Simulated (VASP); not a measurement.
# LiCl (I4/mmm) in VASP: settings compared

The runs below take LiCl through single point, with PBE, r2SCAN, HSE06.

Program: VASP 6.6.1. These are calculated values, not measurements. Logs are shortened: lines on timing, memory, paths and dates and some standing lists are left out, and cuts for length are marked.

### Step 1. The cell of the first run

It takes space group I4/mmm (No. 139, tetragonal). Conventional cell: a = 3.728 Å, b = 3.728 Å, c = 5.112 Å, α = 90.00°, β = 90.00°, γ = 90.00°. Li (site symmetry 4/mmm) has 6 Cl at 2.56 to 2.64 Å within 3.4 Å. Within 3.4 Å of Cl (site symmetry 4/mmm) lie 6 Li at 2.56 to 2.64 Å.

### Step 2. Single point, PBE (biaxial xy strain +3.1%)

Input file INCAR:

```
PREC = Accurate ; ENCUT = 520
EDIFF = 1E-7 ; ISMEAR = -1
SIGMA = 0.02 ; LREAL = F
LASPH = T ; NELM = 60
ALGO = Normal ; ISIF = 2
LWAVE = F ; LCHARG = T
GGA = PE ; LELF = T
LVHAR = T ; NBANDS = 12
```

Input file KPOINTS:

```
Automatic mesh
0
Gamma
  8 8 8
```

Input file POSCAR:

```
LiCl
1.0
    0.0000000000      2.6362965541      2.5560369926
    2.6362965541      0.0000000000      2.5560369926
    2.6362965541      2.6362965541      0.0000000000
Li Cl
1 1
Direct
    0.0000000000      0.0000000000      0.0000000000
    0.5000000000      0.5000000000      0.5000000000
```

Potentials or basis: VASP PAW PBE potentials, release 64 (Li_sv, Cl).

Run with:

```console
$ cat potpaw_PBE.64/Li_sv/POTCAR potpaw_PBE.64/Cl/POTCAR > POTCAR
$ mpirun -np 1 vasp_std > vasp.out
```

OUTCAR:

```text
PREC = Accurate
   ENCUT = 520
   EDIFF = 1E-7
   ISMEAR = -1
   LREAL = F
   LASPH = T
   NELM = 60
   ISIF = 2
   GGA = PE

 ion  position               nearest neighbor table
   1  0.000  0.000  0.000-   2 2.56   2 2.56
   2  0.500  0.500  0.500-   1 2.56   1 2.56

  LATTYP: Found a body centered tetragonal cell.
 ALAT       =     3.7282863412
 C/A-ratio  =     1.3711591646

  Lattice vectors:

 A1 = (   0.0000000000,  -2.6362965541,  -2.5560369926)
 A2 = (   0.0000000000,   2.6362965541,  -2.5560369926)
 A3 = (   2.6362965541,   0.0000000000,   2.5560369926)

Analysis of symmetry for initial positions (statically):
=====================================================================
 Subroutine PRICEL returns:
 Original cell was already a primitive cell.

 Routine SETGRP: Setting up the symmetry group for a
 body centered tetragonal supercell.

 Subroutine GETGRP returns: Found 16 space group operations
 (whereof 16 operations were pure point group operations)
 out of a pool of 16 trial point group operations.

The static configuration has the point symmetry D_4h.

Analysis of symmetry for dynamics (positions and initial velocities):
=====================================================================
 Subroutine PRICEL returns:
 Original cell was already a primitive cell.

 Routine SETGRP: Setting up the symmetry group for a
 body centered tetragonal supercell.

 Subroutine GETGRP returns: Found 16 space group operations
 (whereof 16 operations were pure point group operations)
 out of a pool of 16 trial point group operations.

The dynamic configuration has the point symmetry D_4h.

 Subroutine INISYM returns: Found 16 space group operations
 (whereof 16 operations are pure point group operations),
 and found     1 'primitive' translations

----------------------------------------------------------------------------------------

                                     Primitive cell

  volume of cell :      35.5292

  direct lattice vectors                    reciprocal lattice vectors
     0.000000000  2.636296554  2.556036993    -0.189659998  0.189659998  0.195615322
     2.636296554  0.000000000  2.556036993     0.189659998 -0.189659998  0.195615322
     2.636296554  2.636296554  0.000000000     0.189659998  0.189659998 -0.195615322

  length of vectors
[... 82 lines left out ...]
   EDIFF  = 0.1E-06   stopping-criterion for ELM
   LREAL  =      F    real-space projection
   EDIFFG = 0.1E-05   stopping-criterion for IOM
   NSW    =      0    number of steps for IOM
   IBRION =     -1    ionic relax: 0-MD 1-quasi-New 2-CG
   NFREE  =      0    steps in history (QN), initial steepest desc. (CG)
   ISIF   =      2    stress and relaxation
   ISYM   =      2    0-nonsym 1-usesym 2-fastsym
   POTIM  = 0.5000    time-step for ionic-motion
   TEBEG  =    0.0;   TEEND  =   0.0 temperature during run
   PSTRESS=    0.0 pullay stress
   NELECT =      10.0000    total number of electrons
   NUPDOWN=      -1.0000    fix difference up-down
   EMIN   =  10.00;   EMAX   =-10.00  energy-range for DOS
   EFERMI =   0.00;   METHOD = LEGACY
   ISMEAR =    -1;   SIGMA  =   0.02  broadening in eV -4-tet -1-fermi 0-gaus
   EFERMI_NEDOS =   21; number of points for ismear=-14 and -15
   IALGO  =     38    algorithm
   IMIX   =      4    mixing-type and parameters
     AMIX     =   0.40;   BMIX     =  1.00
     AMIX_MAG =   1.60;   BMIX_MAG =  1.00
  volume/ion in A,a.u.               =      17.76       119.88
  Fermi-wavevector in a.u.,A,eV,Ry     =   1.072868  2.027426 15.660927  1.151046
  Thomas-Fermi vector in A             =   2.208651
   LORBIT       =      0    0 simple, 1 ext, 2 COOP (PROOUT), +10 PAW based schemes
   GGA     = PE    functional components
   LHFCALC =     F    Hartree Fock is set to
   AEXX    =    0.0000 exact exchange contribution
   IVDW    =     0    specifies the selected vdW correction
   LEPSILON=     F    determine dielectric tensor
   LRPA    =     F    only Hartree local field effects (RPA)
 non-spin polarized calculation
  energy-cutoff  :      520.00
  volume of cell :       35.53
 maximum number of plane-waves:       974
   NGX = 13   NGY = 13   NGZ = 13

 number of electron      10.0000007 magnetization

 Free energy of the ion-electron system (eV)
  ---------------------------------------------------
  ext. energy  EPLUGINS =         0.00000000
  ---------------------------------------------------
  free energy    TOTEN  =        -7.37937384 eV

  energy without entropy =       -7.37937384  energy(sigma->0) =       -7.37937384

 E-fermi :   0.6362     XC(G=0):  -8.5085

 val. band max:        0.2317609192   @ k =   0.0000   0.0000   0.0000
 cond. band min:       6.2603133251   @ k =   0.0000   0.0000   0.0000
 fundamental gap:      6.0285524059
 Fermi energy:         0.6361574497

 k-point     1 :       0.0000    0.0000    0.0000
  band No.  band energies     occupation
      1     -43.4121      2.00000
      2     -13.0201      2.00000
      3       0.1433      2.00000
      4       0.2318      2.00000
      5       0.2318      2.00000
      6       6.2603      0.00000
      7      12.0152      0.00000
      8      12.0152      0.00000
      9      12.2729      0.00000
     10      14.2298      0.00000
     11      14.2298      0.00000
     12      14.4644      0.00000
[... 331 lines left out ...]
 k-point    24 :       0.3750    0.0000    0.1250
  band No.  band energies     occupation
      1     -43.4106      2.00000
      2     -12.6104      2.00000
      3      -1.8225      2.00000
      4      -0.2317      2.00000
      5      -0.1725      2.00000
      6       7.7318      0.00000
      7       9.6734      0.00000
      8      10.8233      0.00000
      9      11.0971      0.00000
     10      14.2053      0.00000
     11      16.2657      0.00000
     12      16.8327      0.00000

 [... further k-points ...]
[... 5 lines left out ...]
  --------------------------------------------------------------------------------------
  -------------------------------------------------------------------------------------
  Total       -0.3189228     -0.3189228     -0.1594142      0.0000000     -0.0000000     -0.0000000
  in kB      -14.3817101    -14.3817101     -7.1887279      0.0000000     -0.0000000     -0.0000000
  external PRESSURE =     -11.9840494 kB  Pullay stress =       0.0000000 kB

 VOLUME and BASIS-vectors are now :
 -----------------------------------------------------------------------------
  energy-cutoff  :      520.00
  volume of cell :       35.53
      direct lattice vectors                 reciprocal lattice vectors
     0.000000000  2.636296554  2.556036993    -0.189659998  0.189659998  0.195615322
     2.636296554  0.000000000  2.556036993     0.189659998 -0.189659998  0.195615322
     2.636296554  2.636296554  0.000000000     0.189659998  0.189659998 -0.195615322

 POSITION                                       TOTAL-FORCE (eV/Angst)
 -----------------------------------------------------------------------------------
      0.00000      0.00000      0.00000         0.000000     -0.000000      0.000000
      2.63630      2.63630      2.55604        -0.000000      0.000000     -0.000000
 -----------------------------------------------------------------------------------
    total drift:                                0.000000      0.000000      0.000000

  FREE ENERGIE OF THE ION-ELECTRON SYSTEM (eV)
  ---------------------------------------------------
  free  energy   TOTEN  =        -7.3793738400 eV

  energy  without entropy=       -7.3793738400  energy(sigma->0) =       -7.37937384
```

It took 40 s on 1 thread of Oxide Virtual Turin-like, shared host; peak memory 0.12 GiB.

What came out:

```yaml
Free_energy: -7.3794 eV
Band_gap_on_the_k_mesh: 6.03 eV, direct
```

Caveat: the cell differs from its parent crystal (biaxial xy strain +3.1%); the cutoff is under 1.25 times the usual one of these potentials, so pressure, stress and relaxed cells hold a basis-set (Pulay) error. A k mesh can miss the band edges.

### Step 3. Single point, r2SCAN (biaxial xy strain +3.1%)

POSCAR is that of step 2.

Input file INCAR.step1:

```
PREC = Accurate
ENCUT = 520
ISMEAR = 0
SIGMA = 0.01
LREAL = F
LASPH = T
NELM = 100
NBANDS = 12
GGA = PE
ALGO = Normal
EDIFF = 1E-4
LWAVE = T
LCHARG = F
```

Input file INCAR.step2:

```
PREC = Accurate
ENCUT = 520
EDIFF = 1E-7
ISMEAR = 0
SIGMA = 0.01
LREAL = F
LASPH = T
NELM = 100
ALGO = Normal
ISIF = 2
LWAVE = F
LCHARG = T
METAGGA = R2SCAN
LMIXTAU = T
LELF = T
LVHAR = T
NBANDS = 12
ISTART = 1
```

Input file KPOINTS:

```
regular mesh
0
Gamma
  8 8 8
```

Potentials or basis: VASP PAW PBE potentials, release 64 (Li_sv, Cl).

Run with:

```console
$ cat potpaw_PBE.64/Li_sv/POTCAR potpaw_PBE.64/Cl/POTCAR > POTCAR
$ cp INCAR.step1 INCAR
$ mpirun -np 1 vasp_std > vasp.out
$ cp INCAR.step2 INCAR
$ mpirun -np 1 vasp_std > vasp.out
```

OUTCAR:

```text
PREC = Accurate
   ENCUT = 520
   EDIFF = 1E-7
   ISMEAR = 0
   LREAL = F
   LASPH = T
   NELM = 100
   ISIF = 2
   METAGGA = R2SCAN
   ISTART = 1

 ion  position               nearest neighbor table
   1  0.000  0.000  0.000-   2 2.56   2 2.56
   2  0.500  0.500  0.500-   1 2.56   1 2.56

  LATTYP: Found a body centered tetragonal cell.
 ALAT       =     3.7282863412
 C/A-ratio  =     1.3711591646

  Lattice vectors:

 A1 = (   0.0000000000,  -2.6362965541,  -2.5560369926)
 A2 = (   0.0000000000,   2.6362965541,  -2.5560369926)
 A3 = (   2.6362965541,   0.0000000000,   2.5560369926)

Analysis of symmetry for initial positions (statically):
=====================================================================
 Subroutine PRICEL returns:
 Original cell was already a primitive cell.

 Routine SETGRP: Setting up the symmetry group for a
 body centered tetragonal supercell.

 Subroutine GETGRP returns: Found 16 space group operations
 (whereof 16 operations were pure point group operations)
 out of a pool of 16 trial point group operations.

The static configuration has the point symmetry D_4h.
[... 164 lines left out ...]
 cond. band min:       6.8011111305   @ k =   0.0000   0.0000   0.0000
 fundamental gap:      6.9614866812
 Fermi energy:        -0.0664869489

 k-point     1 :       0.0000    0.0000    0.0000
  band No.  band energies     occupation
      1     -45.0933      2.00000
      2     -13.9952      2.00000
      3      -0.2487      2.00000
      4      -0.1604      2.00000
      5      -0.1604      2.00000
      6       6.8011      0.00000
      7      12.3499      0.00000
      8      12.3499      0.00000
      9      12.6062      0.00000
     10      14.8242      0.00000
     11      15.1356      0.00000
     12      15.1368      0.00000
[... 331 lines left out ...]
 k-point    24 :       0.3750    0.0000    0.1250
  band No.  band energies     occupation
      1     -45.0918      2.00000
      2     -13.5750      2.00000
      3      -2.2269      2.00000
      4      -0.6340      2.00000
      5      -0.5772      2.00000
      6       8.1613      0.00000
      7      10.1182      0.00000
      8      11.3161      0.00000
      9      11.6018      0.00000
     10      14.8301      0.00000
     11      16.7453      0.00000
     12      17.6102      0.00000

 [... further k-points ...]
[... 5 lines left out ...]
  --------------------------------------------------------------------------------------
  -------------------------------------------------------------------------------------
  Total       -0.5828822     -0.5828822     -0.4058487      0.0000000      0.0000000      0.0000000
  in kB      -26.2848635    -26.2848635    -18.3015990      0.0000000      0.0000000      0.0000000
  external PRESSURE =     -23.6237753 kB  Pullay stress =       0.0000000 kB

 VOLUME and BASIS-vectors are now :
 -----------------------------------------------------------------------------
  energy-cutoff  :      520.00
  volume of cell :       35.53
      direct lattice vectors                 reciprocal lattice vectors
     0.000000000  2.636296554  2.556036993    -0.189659998  0.189659998  0.195615322
     2.636296554  0.000000000  2.556036993     0.189659998 -0.189659998  0.195615322
     2.636296554  2.636296554  0.000000000     0.189659998  0.189659998 -0.195615322

 POSITION                                       TOTAL-FORCE (eV/Angst)
 -----------------------------------------------------------------------------------
      0.00000      0.00000      0.00000         0.000000     -0.000000      0.000000
      2.63630      2.63630      2.55604        -0.000000      0.000000      0.000000
 -----------------------------------------------------------------------------------
    total drift:                                0.000000      0.000000      0.000000

  FREE ENERGIE OF THE ION-ELECTRON SYSTEM (eV)
  ---------------------------------------------------
  free  energy   TOTEN  =       -12.5669909147 eV

  energy  without entropy=      -12.5669909147  energy(sigma->0) =      -12.56699091
```

Run time: 1.8 min. Hardware: 1 thread of Oxide Virtual Turin-like, shared host; peak memory 0.13 GiB.

Results:

| Quantity | Value |
| --- | --- |
| Free energy | -12.5670 eV |
| Band gap on the k mesh | 6.96 eV, direct |

Caveat: the cell differs from its parent crystal (biaxial xy strain +3.1%); the cutoff is under 1.25 times the usual one of these potentials, so pressure, stress and relaxed cells hold a basis-set (Pulay) error; the PAW data sets were made with another functional, which shifts forces and pressure a little.

### Step 4. Single point, HSE06 (biaxial xy strain +3.1%)

POSCAR is that of step 3.

Input file INCAR.step1:

```
SYSTEM = LiCl
  PREC = Accurate
  ENCUT = 520
  EDIFF = 1E-5
  ISMEAR = 0
  SIGMA = 0.01
  LREAL = .FALSE.
  LASPH = .TRUE.
  NELM = 60
  ALGO = Normal
  ISIF = 2
  LWAVE = .TRUE.
  LCHARG = .FALSE.
  NBANDS = 12
  GGA = PE
```

Input file INCAR.step2:

```
SYSTEM = LiCl
  PREC = Accurate
  ENCUT = 520
  EDIFF = 1E-7
  ISMEAR = 0
  SIGMA = 0.01
  LREAL = .FALSE.
  LASPH = .TRUE.
  NELM = 60
  ALGO = Normal
  ISIF = 2
  LWAVE = .FALSE.
  LCHARG = .FALSE.
  GGA = PE
  LHFCALC = .TRUE.
  HFSCREEN = 0.2079
  PRECFOCK = Normal
  NBANDS = 12
  ISTART = 1
```

Input file KPOINTS:

```
Automatic mesh
0
G
  6 6 6
  0 0 0
```

Run with:

```console
$ cat potpaw_PBE.64/Li_sv/POTCAR potpaw_PBE.64/Cl/POTCAR > POTCAR
$ cp INCAR.step1 INCAR
$ mpirun -np 1 vasp_std > vasp.out
$ cp INCAR.step2 INCAR
$ mpirun -np 1 vasp_std > vasp.out
```

Run time: 35 min. Hardware: 1 thread of Oxide Virtual Turin-like, shared host; peak memory 0.24 GiB.

It converged, with:

* Free energy: -8.4459 eV
* Band gap on the k mesh: 7.40 eV, direct

Levels at points of the mesh, in eV from the valence-band top:
| k point | band 2 | band 3 | band 4 | band 5 | band 6 | band 7 | band 8 | band 9 |
| --- | --- | --- | --- | --- | --- | --- | --- | --- |
| (0.00, 0.00, 0.00) | -14.51 | -0.09 | 0.00 | 0.00 | 7.40 | 13.30 | 13.30 | 13.56 |
| (0.50, 0.00, 0.00) | -13.95 | -2.85 | -0.33 | -0.25 | 8.03 | 10.80 | 11.07 | 14.13 |
| (0.50, 0.50, 0.00) | -13.69 | -2.89 | -1.18 | -1.18 | 9.12 | 9.56 | 13.95 | 15.27 |
| (0.50, 0.00, 0.50) | -13.74 | -2.89 | -1.19 | -0.98 | 9.17 | 9.71 | 13.51 | 15.19 |

Caveat: the cell differs from its parent crystal (biaxial xy strain +3.1%); the cutoff is under 1.25 times the usual one of these potentials, so pressure, stress and relaxed cells hold a basis-set (Pulay) error; the PAW data sets were made with another functional, which shifts forces and pressure a little.

### Step 5. Overview

| level | k mesh | smearing | grid for exact exchange (PRECFOCK) | screening parameter | gap on the mesh (eV) |
| --- | --- | --- | --- | --- | --- |
| PBE | 8 × 8 × 8 | fermi-dirac 0.02 eV | - | - | 6.03 |
| r2SCAN | 8 × 8 × 8 | gaussian 0.01 eV | - | - | 6.96 |
| HSE06 | 6 × 6 × 6 | gaussian 0.01 eV | Normal | 0.2079 1/Å | 7.40 |

Alike in all rows: task single point; potentials or basis VASP PAW PBE potentials, release 64 (Li_sv, Cl); no spin polarisation; cell as given; cutoff (eV) 520.

Caveats: the cutoff is under 1.25 times the usual one of these potentials, so pressure, stress and relaxed cells hold a basis-set (Pulay) error; the PAW data sets were made with another functional, which shifts forces and pressure a little (some runs).

Total energies depend on the potentials used, so only differences within one code and one set of settings carry meaning.
